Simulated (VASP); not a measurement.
Input of a VASP 6.6.1 run:

The input INCAR:

```
SYSTEM = PbS
PREC     = Accurate       ! precision mode
ENCUT    = 520            ! plane-wave cutoff, eV
EDIFF    = 1E-7           ! SCF threshold, eV
ISMEAR   = -1             ! smearing method
SIGMA    = 0.06           ! smearing width, eV
LREAL    = .FALSE.        ! projectors in reciprocal space
LASPH    = .TRUE.         ! aspherical terms in the spheres
NELM     = 80             ! most SCF steps
ALGO     = Normal         ! electronic algorithm
ISIF     = 2              ! what is computed and relaxed
LWAVE    = .FALSE.        ! write WAVECAR
LCHARG   = .TRUE.         ! write CHGCAR
GGA      = CA             ! functional
LELF     = .TRUE.         ! ELF
LVHAR    = .TRUE.       
NBANDS   = 17             ! bands
```

File KPOINTS:

```
Automatic mesh
0
G
  8 8 8
  0 0 0
```

POSCAR

```
PbS
1.0
    0.0000000000      3.0040175000      3.0040175000
    3.0040175000      0.0000000000      3.0040175000
    3.0040175000      3.0040175000      0.0000000000
Pb S
1 1
Direct
    0.0000000000      0.0000000000      0.0000000000
    0.5000000000      0.5000000000      0.5000000000
```

Potentials or basis: VASP PAW LDA potentials, release 64 (Pb_d, S).

Launch:

```console
$ cat potpaw_LDA.64/Pb_d/POTCAR potpaw_LDA.64/S/POTCAR > POTCAR
$ mpirun -np 1 vasp_std > vasp.out
```

Q: What does it give for the band gap on the k mesh?

A: 0.34 eV, direct.

Q: What does it give for the pressure?

A: -4.4 GPa.

Caveat: spin-orbit coupling is left out, which moves the levels of the heavy elements. A k mesh can miss the band edges.
